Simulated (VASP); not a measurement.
Write the native input for VASP 6.6.1 that does the following.

```
Task                   : single point
Functional             : PBE
Potentials or basis    : VASP PAW PBE potentials, release 64 (Mn_pv, Sb)
Cutoff                 : 520 eV
k mesh                 : 12 × 12 × 12
Occupations            : gaussian, width 0.1 eV
Spin                   : no spin polarisation
Dipole correction      : no
Further INCAR settings : ALGO = Normal; EDIFF = 1e-06; NBANDS = 16
```

The structure of MnSb lies in POSCAR:

```
MnSb
1.0
    3.3636440039      0.0000000000      0.0000000000
    0.0000000000      3.3636440039      0.0000000000
    0.0000000000      0.0000000000      3.3636440039
Mn Sb
1 1
Direct
    0.0000000000      0.0000000000      0.0000000000
    0.5000000000      0.5000000000      0.5000000000
```

The input as run:

INCAR

```
SYSTEM = MnSb
PREC = Accurate
ENCUT = 520
EDIFF = 1E-6
ISMEAR = 0
SIGMA = 0.1
LREAL = .FALSE.
LASPH = .TRUE.
NELM = 80
ALGO = Normal
ISIF = 2
LWAVE = .FALSE.
LCHARG = .FALSE.
GGA = PE
NBANDS = 16
```

KPOINTS

```
Automatic mesh
0
G
  12 12 12
  0 0 0
```

Potentials or basis: VASP PAW PBE potentials, release 64 (Mn_pv, Sb).

Command:

```sh
$ cat potpaw_PBE.64/Mn_pv/POTCAR potpaw_PBE.64/Sb/POTCAR > POTCAR
$ mpirun -np 1 vasp_std > vasp.out
```

It gave:

* Pressure: -16.8 GPa
* Band gap on the k mesh: zero (bands 9 and 10 overlap by 0.69 eV)

Caveat: the cell stands under tension; spin-orbit coupling is left out, which moves the levels of the heavy elements; the run has no spin polarisation, though such a crystal can be magnetic.

Run time: 47 s on 1 thread of Intel(R) Xeon(R) Platinum 8259CL CPU @ 2.50GHz (Skylake/Cascade Lake), on a shared host, peak memory 0.2 GiB.
